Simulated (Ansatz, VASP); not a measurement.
**CdCl3 in VASP and in Ansatz**

```
CELL_PARAMETERS angstrom
5.96906 0.00000 0.00000
0.00000 5.96906 0.00000
0.00000 0.00000 5.96906
ATOMIC_POSITIONS crystal
Cd 0.50000 0.50000 0.50000
Cd 0.00000 0.00000 0.00000
Cl 0.00000 0.50000 0.75000
Cl 0.50000 0.25000 0.00000
Cl 0.75000 0.00000 0.50000
Cl 0.00000 0.50000 0.25000
Cl 0.50000 0.75000 0.00000
Cl 0.25000 0.00000 0.50000
```

Change from the starting cell: species swapped into the Tl3Au type (Pm-3n, No. 223).

Alike in both runs: task relaxation of cell and atoms; functional PBE; k mesh 4 × 4 × 4; occupations gaussian, width 0.1 eV; no spin polarisation.

```csv
,VASP,Ansatz
version,VASP 6.6.1,Ansatz 0.2.0
potentials or method,"VASP PAW PBE potentials, release 64 (Cd, Cl), cutoff 500 eV","scalar-relativistic, plane waves, PAW"
valence electrons in the cell,66,82
```

|  | VASP | Ansatz | Ansatz less VASP |
| --- | --- | --- | --- |
| gap on the k mesh at the Fermi level, each at its own relaxed structure (eV) | none | none | - |
| relaxed volume (Å³/atom) | 21.30 | 21.46 | +0.157 |
| relaxed cell length with the largest relative difference (Å) | 5.544 | 5.558 | +0.0136 |

A gap of «none» marks a metal or a gap that the smearing closes. VASP's potentials hold 66 valence electrons a cell and Ansatz's 82, so a difference there can come from the potentials and not from the codes.

Noted on VASP's run: the volume moved by over 15 % at a fixed basis, so the end points are rough.
